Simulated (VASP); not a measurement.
CdTe:

```xyz
2
Lattice="0.0000 3.2800 3.2800 3.2800 0.0000 3.2800 3.2800 3.2800 0.0000" Properties=species:S:1:pos:R:3 pbc="T T T"
Cd    0.0000    0.0000    0.0000
Te    1.6400    1.6400    1.6400
```

Base run:

```yaml
Program: VASP 6.6.1
Functional: PBE0
Potentials_or_basis: VASP PAW PBE potentials, release 64 (Cd, Te)
Cutoff: 520 eV
k_mesh: 4 × 4 × 4
Occupations: gaussian, width 0.01 eV
Spin: no spin polarisation
```

Its results: band gap on the k mesh 2.12 eV; pressure 0.0 GPa.

The run is repeated on the same cell with these changes: functional from PBE0 to r2SCANh; share of exact exchange from 0.25 to 0.1. What comes out?

Band gap on the k mesh 1.65 eV; pressure -0.1 GPa.

Caveats: the PAW data sets were made with another functional, which shifts forces and pressure a little; spin-orbit coupling is left out, which moves the levels of the heavy elements.

